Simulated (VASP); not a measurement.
Here is a VASP 6.6.1 calculation.

Contents of INCAR:

```
SYSTEM = Lu
PREC = Accurate ; ENCUT = 520
EDIFF = 1E-7 ; ISMEAR = -1
SIGMA = 0.08 ; LREAL = .False.
LASPH = .True. ; NELM = 60
ALGO = Normal ; ISIF = 2
LWAVE = .False. ; LCHARG = .True.
GGA = PE ; LELF = .True.
LVHAR = .True. ; NBANDS = 18
```

The input KPOINTS:

```
Automatic mesh
0
Gamma
  14 14 14
  0 0 0
```

File POSCAR:

```
Lu
1.0
    2.6096277128      0.0000000000      0.0000000000
    0.0000000000      2.6096277128      0.0000000000
    0.0000000000      0.0000000000      2.6096277128
Lu
1
Direct
    0.0000000000      0.0000000000      0.0000000000
```

Potentials or basis: VASP PAW PBE potentials, release 64 (Lu).

The run is started by

```bash
$ cat potpaw_PBE.64/Lu/POTCAR > POTCAR
$ mpirun -np 1 vasp_std > vasp.out
```

(1) Estimate the pressure.

Results:

(1) 52.6 GPa.
